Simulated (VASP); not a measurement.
Wanted: the native input for a VASP 6.6.1 run.

* Task: relaxation of cell and atoms
* Functional: PBEsol
* Potentials or basis: VASP PAW PBE potentials, release 64 (Co, O)
* Cutoff: 600 eV
* k mesh: 10 × 10 × 10
* Occupations: gaussian, width 0.1 eV
* Spin: collinear spin, ferromagnetic start
* Starting moments: [2.74, 0.38] μB
* Dipole correction: no
* Further INCAR settings: ALGO = Normal; EDIFF = 1e-07; IBRION = 2; EDIFFG = -0.01; NSW = 80; ISIF = 3

The structure of CoO lies in POSCAR:

```
CoO
1.0
   -1.5080001529      1.5080001529      2.1072499549
    1.5080001529     -1.5080001529      2.1072499549
    1.5080001529      1.5080001529     -2.1072499549
Co O
1 1
Direct
    0.0000000000      0.0000000000      0.0000000000
    0.5000000000      0.5000000000      0.0000000000
```

These files were run (other wordings do the same):

INCAR

```
SYSTEM = CoO
PREC = Accurate ; ENCUT = 600
EDIFF = 1E-7 ; ISMEAR = 0
SIGMA = 0.1 ; LREAL = .False.
LASPH = .True. ; NELM = 150
ALGO = Normal ; ISIF = 3
LWAVE = .False. ; LCHARG = .False.
ISPIN = 2 ; MAGMOM = 2.74 0.38
LORBIT = 11 ; LMAXMIX = 4
GGA = PS ; IBRION = 2
NSW = 80 ; EDIFFG = -0.01
```

KPOINTS

```
Automatic mesh
0
Gamma
  10 10 10
  0 0 0
```

Potentials or basis: VASP PAW PBE potentials, release 64 (Co, O).

Command:

```bash
$ cat potpaw_PBE.64/Co/POTCAR potpaw_PBE.64/O/POTCAR > POTCAR
$ mpirun -np 1 vasp_std > vasp.out
```

It gave:

```yaml
Relaxed_volume: 9.04 Å³/atom
Relaxed_cell: a = 2.946 Å, b = 2.946 Å, c = 2.946 Å, α = 120.01°, β = 120.01°, γ = 89.98°
Space_group_after_relaxing_to_0.1_Å: Fm-3m (No. 225)
Energy_gained_by_relaxing: 17.8 meV/atom
Ionic_steps: 9
Pressure_after_relaxing: -0.1 GPa
Net_moment: 2.77 μB per cell
Site_moments: Co +2.44; O +0.28 μB
Valence_electrons_inside_the_program's_atomic_spheres: Co 7.93; O 4.98
```

Caveat: the PAW data sets were made with another functional, which shifts forces and pressure a little; a cell with one magnetic atom can't hold antiferromagnetic order, which such compounds often take.

It took 7.5 min on 1 thread of Intel Xeon 8259CL, with other jobs on the host, peak memory 0.2 GiB.
